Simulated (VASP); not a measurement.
Here is a VASP 6.6.1 calculation.

INCAR

```
PREC = Accurate ; ENCUT = 590
EDIFF = 1E-6 ; ISMEAR = 0
SIGMA = 0.1 ; LREAL = False
LASPH = True ; NELM = 120
ALGO = Normal ; ISIF = 2
LWAVE = False ; LCHARG = True
GGA = PE ; LVHAR = True
NBANDS = 20 ; GGA_COMPAT = False
KPAR = 8
```

Contents of KPOINTS:

```
Automatic mesh
0
Gamma
  18 18 18
```

File POSCAR:

```
Al4Cu
1.0
   -1.4165763331      1.4165763331      9.5563277199
    1.4165763331     -1.4165763331      9.5563277199
    1.4165763331      1.4165763331     -9.5563277199
Al Cu
4 1
Direct
    0.5880348408      0.5880348408      0.0000000000
    0.1960745578      0.1960745578      0.0000000000
    0.8039254422      0.8039254422      0.0000000000
    0.4119651592      0.4119651592      0.0000000000
    0.0000000000      0.0000000000      0.0000000000
```

Potentials or basis: VASP PAW PBE potentials, release 64 (Al, Cu).

Run with:

```bash
$ cat potpaw_PBE.64/Al/POTCAR potpaw_PBE.64/Cu/POTCAR > POTCAR
$ mpirun -np 8 vasp_std > vasp.out
```

Q: Predict the pressure.

A: 0.1 GPa.

Q: Predict the largest force.

A: 0.014 eV/Å.

Q: Predict the band gap on the k mesh.

A: Zero (an odd number of electrons rules out a gap without spin polarisation).

Forces in eV/Å, atoms in the order of the input:
```
Al   0.000  0.000  0.014
Al   0.000  0.000  0.004
Al   0.000  0.000 -0.004
Al   0.000  0.000 -0.014
Cu   0.000  0.000  0.000
```
